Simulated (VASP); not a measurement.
# TiC2S2N2 (C2/m) in VASP: single point with HSE06

Aim: the single point of TiC2S2N2 with HSE06.

Everything below comes from runs of VASP 6.6.1. Logs are shortened: lines on timing, memory, paths and dates and some standing lists are left out, and cuts for length are marked.

## Step 1: The cell of the first run

Symmetry: C2/m, No. 12, monoclinic system. The conventional cell has a = 10.597 Å, b = 3.650 Å, c = 6.215 Å, α = 90.00°, β = 107.51°, γ = 90.00°. Ti (site symmetry 2/m) has 2 N at 1.99 Å and 4 S at 2.50 Å within 2.6 Å. Within 1.6 Å of N (site symmetry m) lie 1 C at 1.20 Å. Within 1.7 Å of C (site symmetry m) lie 1 N at 1.20 Å and 1 S at 1.60 Å. S (site symmetry m) has 1 C at 1.60 Å within 2.1 Å.

## Step 2: Single point, HSE06

The input, POSCAR:

```
TiC2S2N2
1.0
    0.0000000000      3.6499651200      0.0000000000
    5.2986259100     -1.8249825600      0.0000000000
    1.8699553200      0.0000000000     -5.9274913800
Ti N C S
1 2 2 2
Direct
    0.0000000000      0.0000000000      0.0000000000
    0.8675000000      0.7350000000      0.8301000000
    0.1325000000      0.2650000000      0.1699000000
    0.7633000000      0.5266000000      0.7914000000
    0.2367000000      0.4734000000      0.2086000000
    0.6222000000      0.2444000000      0.7457000000
    0.3778000000      0.7556000000      0.2543000000
```

The input, INCAR.step1:

```
SYSTEM = TiC2S2N2
  PREC = Accurate
  ENCUT = 520
  EDIFF = 1E-5
  ISMEAR = 0
  SIGMA = 0.1257
  LREAL = .False.
  LASPH = .True.
  NELM = 100
  ALGO = Normal
  ISIF = 2
  LWAVE = .True.
  GGA = PE
  NBANDS = 30
  ISYM = 0
```

The input, INCAR.step2:

```
SYSTEM = TiC2S2N2
  PREC = Accurate
  ENCUT = 520
  EDIFF = 1E-6
  ISMEAR = 0
  SIGMA = 0.1257
  LREAL = .False.
  LASPH = .True.
  NELM = 100
  ALGO = Normal
  ISIF = 2
  LWAVE = .False.
  LCHARG = .True.
  GGA = PE
  LHFCALC = .True.
  HFSCREEN = 0.2079
  PRECFOCK = Fast
  LELF = .True.
  LVHAR = .True.
  ISTART = 1
  NBANDS = 30
  ISYM = 0
```

The input, KPOINTS:

```
regular mesh
0
Gamma
  3 2 2
  0 0 0
```

Potentials or basis: VASP PAW PBE potentials, release 64 (Ti_sv, N, C, S).

Run with:

```sh
cat potpaw_PBE.64/Ti_sv/POTCAR potpaw_PBE.64/N/POTCAR potpaw_PBE.64/C/POTCAR potpaw_PBE.64/S/POTCAR > POTCAR
cp INCAR.step1 INCAR
mpirun -np 1 vasp_std > vasp.out
cp INCAR.step2 INCAR
mpirun -np 1 vasp_std > vasp.out
```

OUTCAR:

```text
SYSTEM = TiC2S2N2
   PREC = Accurate
   ENCUT = 520
   EDIFF = 1E-6
   ISMEAR = 0
   LREAL = .False.
   LASPH = .True.
   NELM = 100
   ISIF = 2
   GGA = PE
   LHFCALC = .True.
   HFSCREEN = 0.2079
   PRECFOCK = Fast
   ISTART = 1
   ISYM = 0

 ion  position               nearest neighbor table
   1  0.000  0.000  0.000-   2 1.99   3 1.99   6 2.50   6 2.50   7 2.50   7 2.50
   2  0.867  0.735  0.830-   4 1.20   1 1.99
   3  0.133  0.265  0.170-   5 1.20   1 1.99
   4  0.763  0.527  0.791-   2 1.20   6 1.60
   5  0.237  0.473  0.209-   3 1.20   7 1.60
   6  0.622  0.244  0.746-   4 1.60   1 2.50   1 2.50
   7  0.378  0.756  0.254-   5 1.60   1 2.50   1 2.50

IMPORTANT INFORMATION: All symmetrisations will be switched off!
NOSYMM: (Re-)initialisation of all symmetry stuff for point group C_1.

----------------------------------------------------------------------------------------

                                     Primitive cell

  volume of cell :     114.6365

  direct lattice vectors                    reciprocal lattice vectors
     0.000000000  3.649965120  0.000000000     0.094364088  0.273975221  0.029769192
     5.298625910 -1.824982560  0.000000000     0.188728175  0.000000000  0.059538384
     1.869955320  0.000000000 -5.927491380     0.000000000  0.000000000 -0.168705433

  length of vectors
     3.649965120  5.604105449  6.215455491     0.291295739  0.197896800  0.168705433

  position of ions in fractional coordinates (direct lattice)
     0.000000000  0.000000000  0.000000000
     0.867500000  0.735000000  0.830100000
     0.132500000  0.265000000  0.169900000
     0.763300000  0.526600000  0.791400000
     0.236700000  0.473400000  0.208600000
     0.622200000  0.244400000  0.745700000
     0.377800000  0.755600000  0.254300000

  ion indices of the primitive-cell ions
   primitive index   ion index
                 1           1
                 2           2
                 3           3
                 4           4
                 5           5
                 6           6
                 7           7

----------------------------------------------------------------------------------------

 KPOINTS: regular mesh

Automatic generation of k-mesh.
 Grid dimensions read from file:
 generate k-points for:    3    2    2

 Generating k-lattice:

  Cartesian coordinates                     Fractional coordinates (reciprocal lattice)
     0.031454696  0.091325074  0.009923064     0.333333333  0.000000000  0.000000000
     0.094364088  0.000000000  0.029769192     0.000000000  0.500000000  0.000000000
     0.000000000  0.000000000 -0.084352717     0.000000000  0.000000000  0.500000000

  Length of vectors
     0.097098580  0.098948400  0.084352717

  Shift w.r.t. Gamma in fractional coordinates (k-lattice)
     0.000000000  0.000000000  0.000000000

 -----------------------------------------------------------------------------
|                                                                             |
|           W    W    AA    RRRRR   N    N  II  N    N   GGGG   !!!           |
|           W    W   A  A   R    R  NN   N  II  NN   N  G    G  !!!           |
|           W    W  A    A  R    R  N N  N  II  N N  N  G       !!!           |
|           W WW W  AAAAAA  RRRRR   N  N N  II  N  N N  G  GGG   !            |
|           WW  WW  A    A  R   R   N   NN  II  N   NN  G    G                |
|           W    W  A    A  R    R  N    N  II  N    N   GGGG   !!!           |
|                                                                             |
|     Your reciprocal lattice and k-lattice belong to different lattice       |
|     classes:                                                                |
|                                                                             |
|        The reciprocal lattice is base-centered monoclinic,                  |
|        whereas your k-lattice is triclinic.                                 |
|                                                                             |
|     Results are often still useful ...                                      |
|                                                                             |
 -----------------------------------------------------------------------------

 WARNING: IBZKPT: internal override: KBLOWUP is changed to .FALSE.
      ... skipping the blow-up phase ...

 Subroutine IBZKPT returns following result:
 ===========================================

 Found      8 irreducible k-points:

 Following reciprocal coordinates:
            Coordinates               Weight
  0.000000  0.000000  0.000000      1.000000
  0.333333  0.000000  0.000000      2.000000
  0.000000  0.500000  0.000000      1.000000
  0.333333  0.500000  0.000000      2.000000
  0.000000  0.000000  0.500000      1.000000
  0.333333  0.000000  0.500000      2.000000
  0.000000  0.500000  0.500000      1.000000
  0.333333  0.500000  0.500000      2.000000
   k-points           NKPTS =      8   k-points in BZ     NKDIM =     12   number of bands    NBANDS=     30
   number of dos      NEDOS =    301   number of ions     NIONS =      7
   total plane-waves  NPLWV =  56448
   dimension x,y,z NGX =    28 NGY =   42 NGZ =   48
   dimension x,y,z NGXF=    56 NGYF=   84 NGZF=   96
   ions per type =               1   2   2   2
   NGX,Y,Z   is equivalent  to a cutoff of  12.75, 12.46, 12.84 a.u.
   NGXF,Y,Z  is equivalent  to a cutoff of  25.51, 24.92, 25.68 a.u.
 SYSTEM =  TiC2S2N2
   PREC   = accura    normal or accurate (medium, high low for compatibility)
   ISTART =      1    job   : 0-new  1-cont  2-samecut
   ICHARG =      0    charge: 1-file 2-atom 10-const
   ISPIN  =      1    spin polarized calculation?
   LNONCOLLINEAR =      F non collinear calculations
   LSORBIT =      F    spin-orbit coupling
   LASPH  =      T    aspherical Exc in radial PAW
   ENCUT  =  520.0 eV  38.22 Ry    6.18 a.u.   6.79 10.42 11.56*2*pi/ulx,y,z
   NELM   =    100;   NELMIN=  2; NELMDL=  0     # of ELM steps
   EDIFF  = 0.1E-05   stopping-criterion for ELM
   LREAL  =      F    real-space projection
   EDIFFG = 0.1E-04   stopping-criterion for IOM
   NSW    =      0    number of steps for IOM
   IBRION =     -1    ionic relax: 0-MD 1-quasi-New 2-CG
   NFREE  =      0    steps in history (QN), initial steepest desc. (CG)
   ISIF   =      2    stress and relaxation
   ISYM   =      0    0-nonsym 1-usesym 2-fastsym
   POTIM  = 0.5000    time-step for ionic-motion
   TEBEG  =    0.0;   TEEND  =   0.0 temperature during run
   PSTRESS=    0.0 pullay stress
   NELECT =      42.0000    total number of electrons
   NUPDOWN=      -1.0000    fix difference up-down
   EMIN   =  10.00;   EMAX   =-10.00  energy-range for DOS
   EFERMI =   0.00;   METHOD = LEGACY
   ISMEAR =     0;   SIGMA  =   0.13  broadening in eV -4-tet -1-fermi 0-gaus
   EFERMI_NEDOS =   21; number of points for ismear=-14 and -15
   IALGO  =     38    algorithm
   IMIX   =      1    mixing-type and parameters
     AMIX     =   0.40;   BMIX     =  1.00
     AMIX_MAG =   1.60;   BMIX_MAG =  1.00
  volume/ion in A,a.u.               =      16.38       110.52
  Fermi-wavevector in a.u.,A,eV,Ry     =   1.171432  2.213685 18.670624  1.372252
  Thomas-Fermi vector in A             =   2.307875
   LORBIT       =      0    0 simple, 1 ext, 2 COOP (PROOUT), +10 PAW based schemes
   GGA     = PE    functional components
   LHFCALC =     T    Hartree Fock is set to
   PRECFOCK=fast      Normal, Fast or Accurate (Low or Medium for compatibility)
   ENCUT4O =  -1.0   cutoff for four orbital integrals eV
   NKREDX  =     1    reduce k-point grid by
   NKREDY  =     1    reduce k-point grid by
   NKREDZ  =     1    reduce k-point grid by
   AEXX    =    0.2500 exact exchange contribution
   HFSCREEN=    0.2079 screening length (either q_TF or 0.3 A-1)
   HFSCREENC=   0.2079 screening length for correlation (either q_TF or 0.3 A-1)
   ENCUTFOCK=  -1.0 apply spherical cutoff to Coloumb kernel
   IVDW    =     0    specifies the selected vdW correction
   LEPSILON=     F    determine dielectric tensor
   LRPA    =     F    only Hartree local field effects (RPA)
 non-spin polarized calculation
 Gauss-broadening in eV      SIGMA  =   0.13
  energy-cutoff  :      520.00
  volume of cell :      114.64
 maximum number of plane-waves:      3098
 NGX is ok and might be reduce to    28
  NGX = 16; NGY = 24; NGZ = 28

 number of electron      42.0000001 magnetization

 Free energy of the ion-electron system (eV)
  ---------------------------------------------------
  ext. energy  EPLUGINS =         0.00000000
  ---------------------------------------------------
  free energy    TOTEN  =       -62.15052668 eV

  energy without entropy =      -62.14892187  energy(sigma->0) =      -62.14972427

 E-fermi :   4.0503     XC(G=0):  -7.4892

 val. band max:        3.8445138198   @ k =   0.3333   0.0000   0.0000
 cond. band min:       4.2413663057   @ k =   0.0000   0.0000   0.0000
 fundamental gap:      0.3968524859
 Fermi energy:         4.0502992754

 k-point     1 :       0.0000    0.0000    0.0000
  band No.  band energies     occupation
      1     -58.4299      2.00000
      2     -33.4144      2.00000
      3     -32.9913      2.00000
      4     -32.9108      2.00000
      5     -18.0333      2.00000
      6     -17.4331      2.00000
[... 22 lines left out ...]
     29       8.6205      0.00000
     30       8.9637      0.00000

 k-point     2 :       0.3333    0.0000    0.0000
  band No.  band energies     occupation
      1     -58.4274      2.00000
      2     -33.4068      2.00000
      3     -33.0052      2.00000
      4     -32.9395      2.00000
      5     -17.8049      2.00000
      6     -17.4971      2.00000
[... 22 lines left out ...]
     29       8.8602      0.00000
     30       9.5174      0.00000

 k-point     3 :       0.0000    0.5000    0.0000
  band No.  band energies     occupation
      1     -58.4300      2.00000
      2     -33.4123      2.00000
      3     -32.9906      2.00000
      4     -32.9103      2.00000
      5     -17.8900      2.00000
      6     -17.4859      2.00000
[... 154 lines left out ...]
     29       9.3209      0.00000
     30       9.4975      0.00000

 k-point     8 :       0.3333    0.5000    0.5000
  band No.  band energies     occupation
      1     -58.4275      2.00000
      2     -33.4061      2.00000
      3     -33.0038      2.00000
      4     -32.9409      2.00000
      5     -17.7386      2.00000
      6     -17.5394      2.00000
[... 22 lines left out ...]
     29       9.0631      0.00000
     30       9.4421      0.00000

------------------------ aborting loop because EDIFF is reached ----------------------------------------

  FORCE on cell =-STRESS in cart. coord.  units (eV):
  Direction    XX          YY          ZZ          XY          YZ          ZX
  --------------------------------------------------------------------------------------
  -------------------------------------------------------------------------------------
  Total       -0.7925894      0.5411492      2.4073026      0.5729730      0.0592916     -0.5608097
  in kB      -11.0773519      7.5631851     33.6448319      8.0079589      0.8286691     -7.8379623
  external PRESSURE =      10.0435550 kB  Pullay stress =       0.0000000 kB

 VOLUME and BASIS-vectors are now :
 -----------------------------------------------------------------------------
  energy-cutoff  :      520.00
  volume of cell :      114.64
      direct lattice vectors                 reciprocal lattice vectors
     0.000000000  3.649965120  0.000000000     0.094364088  0.273975221  0.029769192
     5.298625910 -1.824982560  0.000000000     0.188728175  0.000000000  0.059538384
     1.869955320  0.000000000 -5.927491380     0.000000000  0.000000000 -0.168705433

 POSITION                                       TOTAL-FORCE (eV/Angst)
 -----------------------------------------------------------------------------------
      0.00000      0.00000      0.00000         0.000005      0.000004      0.000002
      5.44674      1.82498     -4.92041        -2.371907     -0.031999      0.210401
      1.72184      0.00000     -1.00708         2.371905      0.031997     -0.210401
      4.27014      1.82498     -4.69102         3.190371      0.017833     -0.442337
      2.89844      0.00000     -1.23647        -3.190373     -0.017834      0.442336
      2.68941      1.82498     -4.42013        -1.200817      0.023513      0.800089
      4.47917      0.00000     -1.50736         1.200815     -0.023514     -0.800091
 -----------------------------------------------------------------------------------
    total drift:                                0.000006      0.000004      0.000003

  FREE ENERGIE OF THE ION-ELECTRON SYSTEM (eV)
  ---------------------------------------------------
  free  energy   TOTEN  =       -62.1505266767 eV

  energy  without entropy=      -62.1489218652  energy(sigma->0) =      -62.14972427
```

Run time: 7.6 min. Hardware: 1 thread of AMD EPYC 7R13 (Zen 3), shared host; peak memory 0.33 GiB.

What came out:

```yaml
Free_energy: -62.1505 eV
Pressure: 1.0 GPa
Largest_force: 3.221 eV/Å
Band_gap_on_the_k_mesh: zero (bands 21 and 22 overlap by 0.63 eV)
```

Forces in eV/Å, atoms in the order of the input:
```
Ti   0.000  0.000  0.000
N   -2.372 -0.032  0.210
N    2.372  0.032 -0.210
C    3.190  0.018 -0.442
C   -3.190 -0.018  0.442
S   -1.201  0.024  0.800
S    1.201 -0.024 -0.800
```

Stress tensor (GPa, compression positive):
```
-1.11  0.80 -0.78
 0.80  0.76  0.08
-0.78  0.08  3.36
```

Levels at points of the mesh, in eV from the Fermi level:
```csv
k point,band 17,band 18,band 19,band 20,band 21,band 22,band 23,band 24,band 25,band 26
"(0.00, 0.00, 0.00)",-4.67,-4.60,-3.93,-3.86,0.19,0.86,0.93,2.28,2.63,3.38
"(0.00, 0.50, 0.00)",-5.53,-4.29,-3.49,-2.95,-0.55,-0.40,0.93,2.87,3.29,3.40
"(0.00, 0.00, 0.50)",-4.81,-4.61,-4.04,-3.94,0.23,0.91,1.02,2.43,2.91,3.86
"(0.00, 0.50, 0.50)",-5.11,-4.27,-3.31,-2.92,-0.45,-0.39,1.24,2.73,2.95,3.31
```

Caveat: the k points lie up to 0.62 Å⁻¹ apart, too coarse for converged energies and pressures of a metal; the PAW data sets were made with another functional, which shifts forces and pressure a little; this functional lacks dispersion, which binds the layers, so the pressure and a relaxed spacing across them are unreliable.
